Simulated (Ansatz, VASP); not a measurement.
**TiN in VASP and in Ansatz**

```xyz
2
Lattice="0.0000 2.1190 2.1190 2.1190 0.0000 2.1190 2.1190 2.1190 0.0000" Properties=species:S:1:pos:R:3 pbc="T T T"
Ti    0.0000    0.0000    0.0000
N     2.1190    2.1190    2.1190
```

Alike in both runs: task single point; functional RPBE; k mesh 5 × 5 × 5; no spin polarisation.

|  | VASP | Ansatz |
| --- | --- | --- |
| version | VASP 6.6.1 | Ansatz 0.2.0 |
| potentials or method | VASP PAW PBE potentials, release 64 (Ti_sv, N) | plane waves, PAW |
| plane-wave cutoff (eV) | 600 | 420 |
| occupations | fermi-dirac, width 0.1 eV | fermi-dirac |
| valence electrons in the cell | 17 | 17 |

|  | VASP | Ansatz | Ansatz less VASP |
| --- | --- | --- | --- |
| pressure (GPa) | 7.7 | 7.3 | -0.39 |

VASP's potentials were made for PBE, not for RPBE.

The k mesh is coarse, so the values compare programs but aren't converged.
